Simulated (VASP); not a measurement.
# Ce (Im-3m) in VASP: single point with PBEsol

Aim: the single point of Ce with PBEsol.

Program: VASP 6.6.1. These are calculated values, not measurements. Logs are shortened: lines on timing, memory, paths and dates and some standing lists are left out, and cuts for length are marked.

## Step 1: The cell of the first run

Symmetry: Im-3m, No. 229, cubic system. The conventional cell has a = 3.693 Å, b = 3.693 Å, c = 3.693 Å, α = 90.00°, β = 90.00°, γ = 90.00°. Within 4.2 Å of Ce (site symmetry m-3m) lie 14 Ce at 3.20 to 3.69 Å.

## Step 2: Single point, PBEsol

The input, INCAR:

```
SYSTEM = Ce
ALGO = Normal
EDIFF = 1E-6
ENCUT = 520
GGA = PS
ISIF = 2
ISMEAR = -1
LASPH = .TRUE.
LCHARG = .TRUE.
LELF = .TRUE.
LREAL = .FALSE.
LVHAR = .TRUE.
LWAVE = .FALSE.
NBANDS = 12
NELM = 80
PREC = Accurate
SIGMA = 0.13605693000000002
```

The input, KPOINTS:

```
k-points
0
G
  13 13 13
  0 0 0
```

The input, POSCAR:

```
Ce
1.0
   -1.8462793496      1.8462793496      1.8462793496
    1.8462793496     -1.8462793496      1.8462793496
    1.8462793496      1.8462793496     -1.8462793496
Ce
1
Direct
    0.0000000000      0.0000000000      0.0000000000
```

Potentials or basis: VASP PAW PBE potentials, release 64 (Ce).

Command:

```bash
cat potpaw_PBE.64/Ce/POTCAR > POTCAR
mpirun -np 1 vasp_std > vasp.out
```

OUTCAR:

```text
SYSTEM = Ce
   EDIFF = 1E-6
   ENCUT = 520
   GGA = PS
   ISIF = 2
   ISMEAR = -1
   LASPH = .TRUE.
   LREAL = .FALSE.
   NELM = 80
   PREC = Accurate

 ion  position               nearest neighbor table
   1  0.000  0.000  0.000-

  LATTYP: Found a body centered cubic cell.
 ALAT       =     3.6925586992

  Lattice vectors:

 A1 = (  -1.8462793496,   1.8462793496,   1.8462793496)
 A2 = (   1.8462793496,  -1.8462793496,   1.8462793496)
 A3 = (   1.8462793496,   1.8462793496,  -1.8462793496)

Analysis of symmetry for initial positions (statically):
=====================================================================
 Subroutine PRICEL returns:
 Original cell was already a primitive cell.

 Routine SETGRP: Setting up the symmetry group for a
 body centered cubic supercell.

 Subroutine GETGRP returns: Found 48 space group operations
 (whereof 48 operations were pure point group operations)
 out of a pool of 48 trial point group operations.

The static configuration has the point symmetry O_h .

Analysis of symmetry for dynamics (positions and initial velocities):
=====================================================================
 Subroutine PRICEL returns:
 Original cell was already a primitive cell.

 Routine SETGRP: Setting up the symmetry group for a
 body centered cubic supercell.

 Subroutine GETGRP returns: Found 48 space group operations
 (whereof 48 operations were pure point group operations)
 out of a pool of 48 trial point group operations.

The dynamic configuration has the point symmetry O_h .

 Subroutine INISYM returns: Found 48 space group operations
 (whereof 48 operations are pure point group operations),
 and found     1 'primitive' translations

----------------------------------------------------------------------------------------

                                     Primitive cell

  volume of cell :      25.1740

  direct lattice vectors                    reciprocal lattice vectors
    -1.846279350  1.846279350  1.846279350     0.000000000  0.270814923  0.270814923
     1.846279350 -1.846279350  1.846279350     0.270814923  0.000000000  0.270814923
     1.846279350  1.846279350 -1.846279350     0.270814923  0.270814923  0.000000000

  length of vectors
     3.197849638  3.197849638  3.197849638     0.382990137  0.382990137  0.382990137

  position of ions in fractional coordinates (direct lattice)
     0.000000000  0.000000000  0.000000000

  ion indices of the primitive-cell ions
   primitive index   ion index
                 1           1

----------------------------------------------------------------------------------------

 KPOINTS: k-points

Automatic generation of k-mesh.
 Grid dimensions read from file:
 generate k-points for:   13   13   13

 Generating k-lattice:

  Cartesian coordinates                     Fractional coordinates (reciprocal lattice)
     0.000000000  0.020831917  0.020831917     0.076923077  0.000000000  0.000000000
     0.020831917  0.000000000  0.020831917     0.000000000  0.076923077  0.000000000
     0.020831917  0.020831917  0.000000000     0.000000000  0.000000000  0.076923077

  Length of vectors
     0.029460780  0.029460780  0.029460780

  Shift w.r.t. Gamma in fractional coordinates (k-lattice)
     0.000000000  0.000000000  0.000000000

 Subroutine IBZKPT returns following result:
 ===========================================

 Found     84 irreducible k-points:

 Following reciprocal coordinates:
            Coordinates               Weight
  0.000000  0.000000  0.000000      1.000000
  0.076923  0.000000  0.000000     12.000000
  0.153846  0.000000  0.000000     12.000000
  0.230769  0.000000  0.000000     12.000000
  0.307692  0.000000  0.000000     12.000000
  0.384615  0.000000  0.000000     12.000000
[... 16 lines left out ...]
  0.153846  0.076923  0.076923     24.000000
  0.230769  0.076923  0.076923     24.000000
 [... further k-points ...]
   k-points           NKPTS =     84   k-points in BZ     NKDIM =     84   number of bands    NBANDS=     12
   number of dos      NEDOS =    301   number of ions     NIONS =      1
   total plane-waves  NPLWV =  13824
   dimension x,y,z NGX =    24 NGY =   24 NGZ =   24
   dimension x,y,z NGXF=    48 NGYF=   48 NGZF=   48
   ions per type =               1
   NGX,Y,Z   is equivalent  to a cutoff of  12.48, 12.48, 12.48 a.u.
   NGXF,Y,Z  is equivalent  to a cutoff of  24.95, 24.95, 24.95 a.u.
 SYSTEM =  Ce
   PREC   = accura    normal or accurate (medium, high low for compatibility)
   ISTART =      0    job   : 0-new  1-cont  2-samecut
   ICHARG =      2    charge: 1-file 2-atom 10-const
   ISPIN  =      1    spin polarized calculation?
   LNONCOLLINEAR =      F non collinear calculations
   LSORBIT =      F    spin-orbit coupling
   LASPH  =      T    aspherical Exc in radial PAW
   ENCUT  =  520.0 eV  38.22 Ry    6.18 a.u.   5.95  5.95  5.95*2*pi/ulx,y,z
   NELM   =     80;   NELMIN=  2; NELMDL= -5     # of ELM steps
   EDIFF  = 0.1E-05   stopping-criterion for ELM
   LREAL  =      F    real-space projection
   EDIFFG = 0.1E-04   stopping-criterion for IOM
   NSW    =      0    number of steps for IOM
   IBRION =     -1    ionic relax: 0-MD 1-quasi-New 2-CG
   NFREE  =      0    steps in history (QN), initial steepest desc. (CG)
   ISIF   =      2    stress and relaxation
   ISYM   =      2    0-nonsym 1-usesym 2-fastsym
   POTIM  = 0.5000    time-step for ionic-motion
   TEBEG  =    0.0;   TEEND  =   0.0 temperature during run
   PSTRESS=    0.0 pullay stress
   NELECT =      12.0000    total number of electrons
   NUPDOWN=      -1.0000    fix difference up-down
   EMIN   =  10.00;   EMAX   =-10.00  energy-range for DOS
   EFERMI =   0.00;   METHOD = LEGACY
   ISMEAR =    -1;   SIGMA  =   0.14  broadening in eV -4-tet -1-fermi 0-gaus
   EFERMI_NEDOS =   21; number of points for ismear=-14 and -15
   IALGO  =     38    algorithm
   IMIX   =      4    mixing-type and parameters
     AMIX     =   0.40;   BMIX     =  1.00
     AMIX_MAG =   1.60;   BMIX_MAG =  1.00
  volume/ion in A,a.u.               =      25.17       169.88
  Fermi-wavevector in a.u.,A,eV,Ry     =   1.278845  2.416666 22.251566  1.635444
  Thomas-Fermi vector in A             =   2.411364
   LORBIT       =      0    0 simple, 1 ext, 2 COOP (PROOUT), +10 PAW based schemes
   GGA     = PS    functional components
   LHFCALC =     F    Hartree Fock is set to
   AEXX    =    0.0000 exact exchange contribution
   IVDW    =     0    specifies the selected vdW correction
   LEPSILON=     F    determine dielectric tensor
   LRPA    =     F    only Hartree local field effects (RPA)
 non-spin polarized calculation
  energy-cutoff  :      520.00
  volume of cell :       25.17
 maximum number of plane-waves:       692
   NGX = 11   NGY = 11   NGZ = 11

 number of electron      12.0000000 magnetization

 Free energy of the ion-electron system (eV)
  ---------------------------------------------------
  ext. energy  EPLUGINS =         0.00000000
  ---------------------------------------------------
  free energy    TOTEN  =        -6.47126957 eV

  energy without entropy =       -6.22570307  energy(sigma->0) =       -6.34848632

 E-fermi :   9.6799     XC(G=0): -11.6703

 val. band max:        9.6770249697   @ k =  -0.4615   0.4615   0.1538
 cond. band min:       9.6811203740   @ k =  -0.2308   0.2308   0.0769
 fundamental gap:      0.0040954043
 Fermi energy:         9.6799234017

 k-point     1 :       0.0000    0.0000    0.0000
  band No.  band energies     occupation
      1     -24.9973      2.00000
      2      -5.8845      2.00000
      3      -5.8845      2.00000
      4      -5.8845      2.00000
      5       7.0473      2.00000
      6       9.8748      0.38548
      7       9.8748      0.38548
      8       9.8748      0.38548
      9      10.8729      0.00031
     10      10.8729      0.00031
     11      10.8729      0.00031
     12      11.1537      0.00004

 k-point     2 :       0.0769    0.0000    0.0000
  band No.  band energies     occupation
      1     -24.9621      2.00000
      2      -6.1113      2.00000
      3      -5.9481      2.00000
      4      -5.8891      2.00000
      5       7.3501      2.00000
      6       9.7931      0.60646
      7       9.8463      0.45492
      8       9.8780      0.37816
      9      10.7652      0.00069
     10      10.7806      0.00061
     11      10.8517      0.00036
     12      11.0133      0.00011

 k-point     3 :       0.1538    0.0000    0.0000
  band No.  band energies     occupation
      1     -24.8627      2.00000
      2      -6.7000      2.00000
      3      -6.1193      2.00000
      4      -5.9018      2.00000
      5       8.0272      1.99999
      6       9.6532      1.09778
      7       9.7559      0.72773
      8       9.8882      0.35581
      9      10.5814      0.00265
     10      10.6513      0.00159
     11      10.8059      0.00051
     12      10.9819      0.00014
[... 286 lines left out ...]
 k-point    23 :       0.1538    0.0769    0.0769
  band No.  band energies     occupation
      1     -24.6702      2.00000
      2      -7.6688      2.00000
      3      -6.3187      2.00000
      4      -6.0892      2.00000
      5       8.8121      1.99661
      6       9.4312      1.72315
      7       9.6379      1.15331
      8      10.0687      0.10856
      9      10.5822      0.00263
     10      10.6514      0.00158
     11      10.6574      0.00152
     12      10.9357      0.00020

 k-point    24 :       0.2308    0.0769    0.0769
  band No.  band energies     occupation
      1     -24.5240      2.00000
      2      -8.2392      2.00000
      3      -6.6363      2.00000
      4      -6.1313      2.00000
      5       8.5102      1.99963
      6       9.3390      1.84904
      7      10.0629      0.11307
      8      10.1037      0.08499
      9      10.4918      0.00511
     10      10.6509      0.00159
     11      10.7826      0.00060
     12      10.9376      0.00019

 [... further k-points ...]
[... 5 lines left out ...]
  --------------------------------------------------------------------------------------
  -------------------------------------------------------------------------------------
  Total       -0.0520313     -0.0520313     -0.0520313     -0.0000000     -0.0000000      0.0000000
  in kB       -3.3114878     -3.3114878     -3.3114878     -0.0000000     -0.0000000      0.0000000
  external PRESSURE =      -3.3114878 kB  Pullay stress =       0.0000000 kB

 VOLUME and BASIS-vectors are now :
 -----------------------------------------------------------------------------
  energy-cutoff  :      520.00
  volume of cell :       25.17
      direct lattice vectors                 reciprocal lattice vectors
    -1.846279350  1.846279350  1.846279350     0.000000000  0.270814923  0.270814923
     1.846279350 -1.846279350  1.846279350     0.270814923  0.000000000  0.270814923
     1.846279350  1.846279350 -1.846279350     0.270814923  0.270814923  0.000000000

 POSITION                                       TOTAL-FORCE (eV/Angst)
 -----------------------------------------------------------------------------------
      0.00000      0.00000      0.00000         0.000000      0.000000     -0.000000
 -----------------------------------------------------------------------------------
    total drift:                                0.000000      0.000000     -0.000000

  FREE ENERGIE OF THE ION-ELECTRON SYSTEM (eV)
  ---------------------------------------------------
  free  energy   TOTEN  =        -6.4712695680 eV

  energy  without entropy=       -6.2257030651  energy(sigma->0) =       -6.34848632
```

It took 19 s on 1 thread of Intel Xeon Platinum 8259CL at 2.50GHz (Skylake/Cascade Lake), shared host; peak memory 0.17 GiB.

Results:

| Quantity | Value |
| --- | --- |
| Free energy | -6.4713 eV |
| Pressure | -0.3 GPa |
| Band gap on the k mesh | zero (band 6 reaches 10.36 eV, above the bottom of band 7 at 9.26 eV) |

Caveat: the PAW data sets were made with another functional, which shifts forces and pressure a little; spin-orbit coupling is left out, which moves the levels of the heavy elements. Spin polarisation is off, so any magnetic state and its effect on volume and gap are missing.
